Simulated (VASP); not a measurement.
# Mg (P6_3/mmc) in VASP: a series of runs

Mg is run at these levels: PBEsol; tasks: single point.

Everything below comes from runs of VASP 6.6.1. Logs are shortened: lines on timing, memory, paths and dates and some standing lists are left out, and cuts for length are marked.

## (1) The cell of the first run

The structure is hexagonal, space group P6_3/mmc (No. 194). Conventional cell: a = 2.951 Å, b = 2.951 Å, c = 4.776 Å, α = 90.00°, β = 90.00°, γ = 120.00°. Within 3.9 Å of Mg (site symmetry -6m2) lie 12 Mg at 2.93 to 2.95 Å.

## (2) Single point, PBEsol (volume scaled by 0.800)

File INCAR:

```
ALGO = Normal
EDIFF = 1E-7
ENCUT = 520
GGA = PS
ISIF = 2
ISMEAR = 0
LASPH = True
LCHARG = False
LREAL = False
LWAVE = False
NBANDS = 9
NELM = 60
PREC = Accurate
SIGMA = 0.05
```

File KPOINTS:

```
k-points
0
Gamma
  18 18 10
```

File POSCAR:

```
Mg
1.0
    2.9508128864      0.0000000000      0.0000000000
   -1.4754064432      2.5554789214      0.0000000000
    0.0000000000      0.0000000000      4.7764532786
Mg
2
Direct
    0.3333333333      0.6666666667      0.2500000000
    0.6666666667      0.3333333333      0.7500000000
```

Potentials or basis: VASP PAW PBE potentials, release 64 (Mg).

Command:

```console
> cat potpaw_PBE.64/Mg/POTCAR > POTCAR
> mpirun -np 1 vasp_std > vasp.out
```

OUTCAR:

```text
EDIFF = 1E-7
   ENCUT = 520
   GGA = PS
   ISIF = 2
   ISMEAR = 0
   LASPH = True
   LREAL = False
   NELM = 60
   PREC = Accurate

 ion  position               nearest neighbor table
   1  0.333  0.667  0.250-   2 2.93   2 2.93   2 2.93   2 2.93   2 2.93   2 2.93
   2  0.667  0.333  0.750-   1 2.93   1 2.93   1 2.93   1 2.93   1 2.93   1 2.93

  LATTYP: Found a hexagonal cell.
 ALAT       =     2.9508128864
 C/A-ratio  =     1.6186906668

  Lattice vectors:

 A1 = (   2.9508128864,   0.0000000000,   0.0000000000)
 A2 = (  -1.4754064432,   2.5554789214,   0.0000000000)
 A3 = (   0.0000000000,   0.0000000000,   4.7764532786)

Analysis of symmetry for initial positions (statically):
=====================================================================
 Subroutine PRICEL returns:
 Original cell was already a primitive cell.

 Routine SETGRP: Setting up the symmetry group for a
 hexagonal supercell.

 Subroutine GETGRP returns: Found 24 space group operations
 (whereof 12 operations were pure point group operations)
 out of a pool of 24 trial point group operations.

The static configuration has the point symmetry D_3d.
 The point group associated with its full space group is D_6h.

Analysis of symmetry for dynamics (positions and initial velocities):
=====================================================================
 Subroutine PRICEL returns:
 Original cell was already a primitive cell.

 Routine SETGRP: Setting up the symmetry group for a
 hexagonal supercell.

 Subroutine GETGRP returns: Found 24 space group operations
 (whereof 12 operations were pure point group operations)
 out of a pool of 24 trial point group operations.

The dynamic configuration has the point symmetry D_3d.
 The point group associated with its full space group is D_6h.

 Subroutine INISYM returns: Found 24 space group operations
 (whereof 12 operations are pure point group operations),
 and found     1 'primitive' translations

----------------------------------------------------------------------------------------

                                     Primitive cell

  volume of cell :      36.0180

  direct lattice vectors                    reciprocal lattice vectors
     2.950812886  0.000000000  0.000000000     0.338889668  0.195658041  0.000000000
    -1.475406443  2.555478921  0.000000000     0.000000000  0.391316082  0.000000000
[... 90 lines left out ...]
   NFREE  =      0    steps in history (QN), initial steepest desc. (CG)
   ISIF   =      2    stress and relaxation
   ISYM   =      2    0-nonsym 1-usesym 2-fastsym
   POTIM  = 0.5000    time-step for ionic-motion
   TEBEG  =    0.0;   TEEND  =   0.0 temperature during run
   PSTRESS=    0.0 pullay stress
   NELECT =       4.0000    total number of electrons
   NUPDOWN=      -1.0000    fix difference up-down
   EMIN   =  10.00;   EMAX   =-10.00  energy-range for DOS
   EFERMI =   0.00;   METHOD = LEGACY
   ISMEAR =     0;   SIGMA  =   0.05  broadening in eV -4-tet -1-fermi 0-gaus
   EFERMI_NEDOS =   21; number of points for ismear=-14 and -15
   IALGO  =     38    algorithm
   IMIX   =      4    mixing-type and parameters
     AMIX     =   0.40;   BMIX     =  1.00
     AMIX_MAG =   1.60;   BMIX_MAG =  1.00
  volume/ion in A,a.u.               =      18.01       121.53
  Fermi-wavevector in a.u.,A,eV,Ry     =   0.786904  1.487033  8.424967  0.619218
  Thomas-Fermi vector in A             =   1.891536
   LORBIT       =      0    0 simple, 1 ext, 2 COOP (PROOUT), +10 PAW based schemes
   GGA     = PS    functional components
   LHFCALC =     F    Hartree Fock is set to
   AEXX    =    0.0000 exact exchange contribution
   IVDW    =     0    specifies the selected vdW correction
   LEPSILON=     F    determine dielectric tensor
   LRPA    =     F    only Hartree local field effects (RPA)
 non-spin polarized calculation
 Gauss-broadening in eV      SIGMA  =   0.05
  energy-cutoff  :      520.00
  volume of cell :       36.02
 maximum number of plane-waves:       996
 NGX is ok and might be reduce to    24
   NGX = 11   NGY = 11   NGZ = 17

 number of electron       4.0000000 magnetization

 Free energy of the ion-electron system (eV)
  ---------------------------------------------------
  ext. energy  EPLUGINS =         0.00000000
  ---------------------------------------------------
  free energy    TOTEN  =        -3.14510478 eV

  energy without entropy =       -3.14432237  energy(sigma->0) =       -3.14471357

 E-fermi :   3.9800     XC(G=0):  -9.3322

 val. band max:        3.9795095015   @ k =   0.4444  -0.0000   0.4000
 cond. band min:       3.9866725415   @ k =   0.3333   0.3333   0.4000
 fundamental gap:      0.0071630400
 Fermi energy:         3.9800322792

 k-point     1 :       0.0000    0.0000    0.0000
  band No.  band energies     occupation
      1      -4.0567      2.00000
      2       1.9140      2.00000
      3       2.7830      2.00000
      4      16.3421      0.00000
      5      16.3421      0.00000
      6      16.9854      0.00000
      7      16.9854      0.00000
      8      17.3027      0.00000
      9      19.7719      0.00000
[... 265 lines left out ...]
 k-point    24 :       0.3889    0.1111    0.0000
  band No.  band energies     occupation
      1       0.5753      2.00000
      2       2.9247      2.00000
      3       6.1694      0.00000
      4       7.1282      0.00000
      5       8.4805      0.00000
      6       8.5977      0.00000
      7      11.3269      0.00000
      8      14.2632      0.00000
      9      16.2639      0.00000

 [... further k-points ...]

------------------------ aborting loop because EDIFF is reached ----------------------------------------

  FORCE on cell =-STRESS in cart. coord.  units (eV):
  Direction    XX          YY          ZZ          XY          YZ          ZX
  --------------------------------------------------------------------------------------
  -------------------------------------------------------------------------------------
  Total        2.9417853      2.9417853      2.9069138      0.0000000     -0.0000000     -0.0000000
  in kB      130.8585329    130.8585329    129.3073532      0.0000000     -0.0000000     -0.0000000
  external PRESSURE =     130.3414730 kB  Pullay stress =       0.0000000 kB

 VOLUME and BASIS-vectors are now :
 -----------------------------------------------------------------------------
  energy-cutoff  :      520.00
  volume of cell :       36.02
      direct lattice vectors                 reciprocal lattice vectors
     2.950812886  0.000000000  0.000000000     0.338889668  0.195658041  0.000000000
    -1.475406443  2.555478921  0.000000000     0.000000000  0.391316082  0.000000000
     0.000000000  0.000000000  4.776453279     0.000000000  0.000000000  0.209360365

 POSITION                                       TOTAL-FORCE (eV/Angst)
 -----------------------------------------------------------------------------------
     -0.00000      1.70365      1.19411         0.000000     -0.000000      0.000000
      1.47541      0.85183      3.58234        -0.000000      0.000000      0.000000
 -----------------------------------------------------------------------------------
    total drift:                                0.000000     -0.000000      0.000000

  FREE ENERGIE OF THE ION-ELECTRON SYSTEM (eV)
  ---------------------------------------------------
  free  energy   TOTEN  =        -3.1451047764 eV

  energy  without entropy=       -3.1443223698  energy(sigma->0) =       -3.14471357
```

It took 34 s on 1 thread of Intel Xeon 6975P-C (Granite Rapids), shared host; peak memory 0.2 GiB.

What came out:

- Free energy: -3.1451 eV
- Pressure: 13.0 GPa
- Band gap on the k mesh: zero (band 2 reaches 4.96 eV, above the bottom of band 3 at 2.78 eV)

Stress tensor (GPa, compression positive):
```
13.09  0.00  0.00
 0.00 13.09  0.00
 0.00  0.00 12.93
```

Caveat: the cell differs from its parent crystal (volume scaled by 0.800); the PAW data sets were made with another functional, which shifts forces and pressure a little.

## (3) Single point, PBEsol

This run uses another cell than the first one, of 22.51 Å³/atom, 1.250 times its volume.

File INCAR:

```
PREC = Accurate
ENCUT = 520
EDIFF = 1E-6
ISMEAR = 0
SIGMA = 0.05
LREAL = F
LASPH = T
NELM = 60
ALGO = Normal
ISIF = 2
LWAVE = F
LCHARG = F
GGA = PS
NBANDS = 9
```

File KPOINTS:

```
regular mesh
0
Gamma
  16 16 10
```

File POSCAR:

```
Mg
1.0
    3.1769781944      0.0000000000      0.0000000000
   -1.5884890972      2.7513438237      0.0000000000
    0.0000000000      0.0000000000      5.1507494137
Mg
2
Direct
    0.3333333333      0.6666666667      0.2500000000
    0.6666666667      0.3333333333      0.7500000000
```

Potentials or basis: VASP PAW PBE potentials, release 64 (Mg).

Command:

```console
> cat potpaw_PBE.64/Mg/POTCAR > POTCAR
> mpirun -np 1 vasp_std > vasp.out
```

OUTCAR:

```text
PREC = Accurate
   ENCUT = 520
   EDIFF = 1E-6
   ISMEAR = 0
   LREAL = F
   LASPH = T
   NELM = 60
   ISIF = 2
   GGA = PS

 ion  position               nearest neighbor table
   1  0.333  0.667  0.250-   2 3.16   2 3.16   2 3.16   2 3.16   2 3.16   2 3.16
   2  0.667  0.333  0.750-   1 3.16   1 3.16   1 3.16   1 3.16   1 3.16   1 3.16

  LATTYP: Found a hexagonal cell.
 ALAT       =     3.1769781944
 C/A-ratio  =     1.6212731402

  Lattice vectors:

 A1 = (   3.1769781944,   0.0000000000,   0.0000000000)
 A2 = (  -1.5884890972,   2.7513438237,   0.0000000000)
 A3 = (   0.0000000000,   0.0000000000,   5.1507494137)

Analysis of symmetry for initial positions (statically):
=====================================================================
 Subroutine PRICEL returns:
 Original cell was already a primitive cell.

 Routine SETGRP: Setting up the symmetry group for a
 hexagonal supercell.

 Subroutine GETGRP returns: Found 24 space group operations
 (whereof 12 operations were pure point group operations)
 out of a pool of 24 trial point group operations.

The static configuration has the point symmetry D_3d.
 The point group associated with its full space group is D_6h.

Analysis of symmetry for dynamics (positions and initial velocities):
=====================================================================
 Subroutine PRICEL returns:
 Original cell was already a primitive cell.

 Routine SETGRP: Setting up the symmetry group for a
 hexagonal supercell.

 Subroutine GETGRP returns: Found 24 space group operations
 (whereof 12 operations were pure point group operations)
 out of a pool of 24 trial point group operations.

The dynamic configuration has the point symmetry D_3d.
 The point group associated with its full space group is D_6h.

 Subroutine INISYM returns: Found 24 space group operations
 (whereof 12 operations are pure point group operations),
[... 119 lines left out ...]
  Thomas-Fermi vector in A             =   1.822481
   LORBIT       =      0    0 simple, 1 ext, 2 COOP (PROOUT), +10 PAW based schemes
   GGA     = PS    functional components
   LHFCALC =     F    Hartree Fock is set to
   AEXX    =    0.0000 exact exchange contribution
   IVDW    =     0    specifies the selected vdW correction
   LEPSILON=     F    determine dielectric tensor
   LRPA    =     F    only Hartree local field effects (RPA)
 non-spin polarized calculation
 Gauss-broadening in eV      SIGMA  =   0.05
  energy-cutoff  :      520.00
  volume of cell :       45.02
 maximum number of plane-waves:      1231
 NGX is ok and might be reduce to    24
   NGX = 11   NGY = 11   NGZ = 19

 number of electron       4.0000000 magnetization

 Free energy of the ion-electron system (eV)
  ---------------------------------------------------
  ext. energy  EPLUGINS =         0.00000000
  ---------------------------------------------------
  free energy    TOTEN  =        -3.44170978 eV

  energy without entropy =       -3.44084350  energy(sigma->0) =       -3.44127664

 E-fermi :   2.7124     XC(G=0):  -8.5952

 val. band max:        2.6729703310   @ k =   0.1250   0.0000   0.1000
 cond. band min:       2.7474148732   @ k =   0.3125   0.2500   0.2000
 fundamental gap:      0.0744445422
 Fermi energy:         2.7123927425

 k-point     1 :       0.0000    0.0000    0.0000
  band No.  band energies     occupation
      1      -4.3194      2.00000
      2       0.9834      2.00000
      3       1.4710      2.00000
      4      13.7191      0.00000
      5      13.7191      0.00000
      6      13.8732      0.00000
      7      13.8732      0.00000
      8      14.6337      0.00000
      9      16.2978      0.00000
[... 265 lines left out ...]
 k-point    24 :       0.2500    0.1875    0.0000
  band No.  band energies     occupation
      1      -1.4820      2.00000
      2       3.6138      0.00000
      3       3.7169      0.00000
      4       4.7854      0.00000
      5       5.9629      0.00000
      6       9.3021      0.00000
      7      10.2885      0.00000
      8      10.6055      0.00000
      9      11.7276      0.00000

 [... further k-points ...]

------------------------ aborting loop because EDIFF is reached ----------------------------------------

  FORCE on cell =-STRESS in cart. coord.  units (eV):
  Direction    XX          YY          ZZ          XY          YZ          ZX
  --------------------------------------------------------------------------------------
  -------------------------------------------------------------------------------------
  Total       -0.0095399     -0.0095399     -0.0118112      0.0000000      0.0000000      0.0000000
  in kB       -0.3394881     -0.3394881     -0.4203163      0.0000000      0.0000000      0.0000000
  external PRESSURE =      -0.3664309 kB  Pullay stress =       0.0000000 kB

 VOLUME and BASIS-vectors are now :
 -----------------------------------------------------------------------------
  energy-cutoff  :      520.00
  volume of cell :       45.02
      direct lattice vectors                 reciprocal lattice vectors
     3.176978194  0.000000000  0.000000000     0.314764515  0.181729377  0.000000000
    -1.588489097  2.751343824  0.000000000     0.000000000  0.363458755  0.000000000
     0.000000000  0.000000000  5.150749414     0.000000000  0.000000000  0.194146506

 POSITION                                       TOTAL-FORCE (eV/Angst)
 -----------------------------------------------------------------------------------
     -0.00000      1.83423      1.28769        -0.000000      0.000000      0.000000
      1.58849      0.91711      3.86306         0.000000     -0.000000      0.000000
 -----------------------------------------------------------------------------------
    total drift:                                0.000000     -0.000000      0.000000

  FREE ENERGIE OF THE ION-ELECTRON SYSTEM (eV)
  ---------------------------------------------------
  free  energy   TOTEN  =        -3.4417097785 eV

  energy  without entropy=       -3.4408434961  energy(sigma->0) =       -3.44127664
```

It took 25 s on 1 thread of Intel Xeon 6975P-C (Granite Rapids), shared host; peak memory 0.2 GiB.

What came out:

```yaml
Free_energy: -3.4417 eV
Pressure: 0.0 GPa
Band_gap_on_the_k_mesh: zero (band 2 reaches 3.70 eV, above the bottom of band 3 at 1.47 eV)
```

Levels at points of the mesh, in eV from the Fermi level:
| k point | band 1 | band 2 | band 3 | band 4 | band 5 | band 6 |
| --- | --- | --- | --- | --- | --- | --- |
| (0.00, 0.00, 0.00) | -7.03 | -1.73 | -1.24 | 11.01 | 11.01 | 11.16 |
| (0.50, 0.00, 0.00) | -2.20 | -2.17 | 2.67 | 3.01 | 3.32 | 3.74 |
| (0.00, 0.00, 0.50) | -5.62 | -5.62 | 5.09 | 5.09 | 11.76 | 11.76 |
| (0.50, 0.00, 0.50) | -1.14 | -1.14 | -0.46 | -0.46 | 8.08 | 8.08 |

Caveat: the PAW data sets were made with another functional, which shifts forces and pressure a little.

## (4) Single point, PBEsol (volume scaled by 1.040)

File INCAR:

```
SYSTEM = Mg
  ALGO = Fast
  EDIFF = 1E-6
  ENCUT = 520
  GGA = PS
  ISIF = 2
  ISMEAR = 0
  LASPH = .TRUE.
  LCHARG = .TRUE.
  LELF = .TRUE.
  LREAL = .FALSE.
  LVHAR = .TRUE.
  LWAVE = .FALSE.
  NBANDS = 9
  NELM = 60
  PREC = Accurate
  SIGMA = 0.05
```

File KPOINTS:

```
k-points
0
G
  16 16 10
  0 0 0
```

File POSCAR:

```
Mg
1.0
    3.2187853334      0.0000000000      0.0000000000
   -1.6093926667      2.7875498681      0.0000000000
    0.0000000000      0.0000000000      5.2185302052
Mg
2
Direct
    0.3333333333      0.6666666667      0.2500000000
    0.6666666667      0.3333333333      0.7500000000
```

Command:

```console
> cat potpaw_PBE.64/Mg/POTCAR > POTCAR
> mpirun -np 1 vasp_std > vasp.out
```

It took 32 s on 1 thread of Intel Xeon 6975P-C (Granite Rapids), shared host; peak memory 0.2 GiB.

The run converged. Its results:

* Free energy: -3.4333 eV
* Pressure: -1.4 GPa
* Band gap on the k mesh: zero (band 2 reaches 3.48 eV, above the bottom of band 3 at 1.27 eV)

Levels at points of the mesh, in eV from the Fermi level:
```tsv
k point	band 1	band 2	band 3	band 4	band 5	band 6	band 7
(0.00, 0.00, 0.00)	-6.87	-1.67	-1.25	10.78	10.78	10.85	10.85
(0.50, 0.00, 0.00)	-2.14	-2.13	2.61	2.99	3.21	3.63	6.74
(0.00, 0.00, 0.50)	-5.49	-5.49	4.97	4.97	11.52	11.52	11.52
(0.50, 0.00, 0.50)	-1.10	-1.10	-0.47	-0.47	7.90	7.90	7.94
```

Caveat: the cell differs from its parent crystal (volume scaled by 1.040); the PAW data sets were made with another functional, which shifts forces and pressure a little.

## (5) Summary

| cell | k mesh | gap on the mesh (eV) | pressure (GPa) |
| --- | --- | --- | --- |
| a = 2.951, b = 2.951, c = 4.776 Å, angles 90.0, 90.0, 120.0°, 2 atoms | 18 × 18 × 10 | none | 13.0 |
| a = 3.177, b = 3.177, c = 5.151 Å, angles 90.0, 90.0, 120.0°, 2 atoms | 16 × 16 × 10 | none | 0.0 |
| a = 3.219, b = 3.219, c = 5.219 Å, angles 90.0, 90.0, 120.0°, 2 atoms | 16 × 16 × 10 | none | -1.4 |

Alike in all rows: task single point; level PBEsol; potentials or basis VASP PAW PBE potentials, release 64 (Mg); no spin polarisation; cutoff (eV) 520; smearing gaussian 0.05 eV.

Caveats: the PAW data sets were made with another functional, which shifts forces and pressure a little.

Total energies depend on the potentials used, so only differences within one code and one set of settings carry meaning.
